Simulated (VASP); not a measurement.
TiAl: single point with PBEsol

TiAl:

```
Ti Al
1.0
     3.25117    0.00000    0.00000
     0.00000    3.25117    0.00000
     0.00000    0.00000    3.25117
Ti Al
1 1
Direct
  0.00000 0.00000 0.00000
  0.50000 0.50000 0.50000
```

This cell differs from its parent crystal: strain +0.030 along x and y, +0.030 along z.

```json
{
  "Program": "VASP 6.6.1",
  "Task": "single point",
  "Functional": "PBEsol",
  "Potentials or basis": "VASP PAW PBE potentials, release 64 (Ti_sv, Al)",
  "Cutoff": "520 eV",
  "k mesh": "20 × 20 × 20",
  "Occupations": "gaussian, width 0.15 eV",
  "Spin": "no spin polarisation",
  "Dipole correction": "no",
  "Further INCAR settings": "ALGO = Fast; EDIFF = 1e-07; NBANDS = 14"
}
```

```yaml
Pressure: -8.7 GPa
Band_gap_on_the_k_mesh: zero (an odd number of electrons rules out a gap without spin polarisation)
```

Levels at points of the mesh, in eV from the Fermi level:
```
           k point  band 3  band 4  band 5  band 6  band 7  band 8  band 9  band 10  band 11  band 12
(0.00, 0.00, 0.00)  -33.10  -33.10   -8.95   -1.28   -1.28    1.64    1.64     1.64     4.11     4.11
(0.50, 0.00, 0.00)  -33.09  -33.09   -5.91   -4.99   -0.48    0.12    0.12     1.82     2.73     6.48
(0.50, 0.50, 0.00)  -33.22  -33.08   -4.83   -2.05   -2.05   -1.39    0.66     0.66     2.51     4.29
(0.50, 0.50, 0.50)  -33.20  -33.20   -2.89   -2.89   -2.89    0.29    2.57     2.57     2.74     2.74
```

Wall time 3.4 min on 1 thread of AMD EPYC 7R13 Processor (Zen 3), with other jobs on the host, peak memory 0.23 GiB.

Caveat: the cell differs from its parent crystal (strain +0.030 along x and y, +0.030 along z); the cell stands under tension; the PAW data sets were made with another functional, which shifts forces and pressure a little.
